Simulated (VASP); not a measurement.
# W: relaxation of cell and atoms with PBEsol

The system is W.

```xyz
2
Lattice="0.0000 2.4777 2.4777 2.4777 0.0000 2.4777 2.4777 2.4777 0.0000" Properties=species:S:1:pos:R:3 pbc="T T T"
W    -0.6194   -0.6194   -0.6194
W     0.6194    0.6194    0.6194
```

* Program: VASP 6.6.1
* Task: relaxation of cell and atoms
* Functional: PBEsol
* Potentials or basis: VASP PAW PBE potentials, release 64 (W_sv)
* Cutoff: 500 eV
* k mesh: 13 × 13 × 13
* Occupations: fermi-dirac, width 0.1 eV
* Spin: no spin polarisation
* Target pressure: 88 GPa
* Dipole correction: no
* Further INCAR settings: ALGO = Normal; EDIFF = 1e-07; IBRION = 2; EDIFFG = -0.005; NSW = 60; ISIF = 3

The relaxed volume is 17.08 Å³/atom, the relaxed cell is a = 3.642 Å, b = 3.642 Å, c = 3.642 Å, α = 60.00°, β = 60.00°, γ = 60.00° and the space group after relaxing (to 0.05 Å) is Fd-3m (No. 227). The energy change on relaxing (the enthalpy is what falls) is -1362.8 meV/atom. The ionic steps are 5. The pressure after relaxing is 88.0 GPa and the band gap on the k mesh is zero (band 14 reaches 9.94 eV, above the bottom of band 15 at 8.91 eV).

The path:
```tsv
step	energy change (eV)	largest force (eV/Å)	pressure (GPa)	volume (Å³)
1	0.0000	0.0000	150.76	30.42
2	-4.0554	0.0000	-22.22	64.91
3	-3.5456	0.0000	68.40	35.85
4	-2.8176	0.0000	85.84	34.33
5	-2.7255	0.0000	88.01	34.16
```

Final structure:
```
CELL_PARAMETERS angstrom
0.00000 2.57525 2.57525
2.57525 0.00000 2.57525
2.57525 2.57525 0.00000
ATOMIC_POSITIONS crystal
W 0.87500 0.87500 0.87500
W 0.12500 0.12500 0.12500
```

Levels at points of the mesh, in eV from the Fermi level:
| k point | band 12 | band 13 | band 14 | band 15 | band 16 | band 17 |
| --- | --- | --- | --- | --- | --- | --- |
| (0.00, 0.00, 0.00) | -1.68 | -1.68 | -1.68 | 2.06 | 2.06 | 2.06 |

Wall time 2.8 min on 1 thread of Intel(R) Xeon(R) Platinum 8488C (Sapphire Rapids), with other jobs on the host, peak memory 0.19 GiB.

Caveat: the cell is relaxed towards a set pressure, so the enthalpy falls and the energy may rise; the PAW data sets were made with another functional, which shifts forces and pressure a little; spin-orbit coupling is left out, which moves the levels of the heavy elements.
